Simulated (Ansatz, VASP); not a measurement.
# Two plane-wave programs on Ti

```
CELL_PARAMETERS angstrom
0.00000 2.05671 2.05671
2.05671 0.00000 2.05671
2.05671 2.05671 0.00000
ATOMIC_POSITIONS crystal
Ti 0.00000 0.00000 0.00000
```

Alike in both runs: task single point; functional r2SCAN; k mesh 11 × 11 × 11; occupations fermi-dirac, width 0.05 eV; no spin polarisation.

|  | VASP | Ansatz |
| --- | --- | --- |
| version | VASP 6.6.1 | Ansatz 0.2.0 |
| potentials or method | VASP PAW PBE potentials, release 64 (Ti_sv) | Ansatz PAW |
| plane-wave cutoff (eV) | 520 | 500 |
| valence electrons in the cell | 12 | 12 |

```tsv
	VASP	Ansatz	Ansatz less VASP
gap on the k mesh at the Fermi level (eV)	none	none	-
pressure (GPa)	0.1	-0.3	-0.39
```

VASP's potentials were made for PBE, not for r2SCAN. A gap of «none» marks a metal or a gap that the smearing closes.
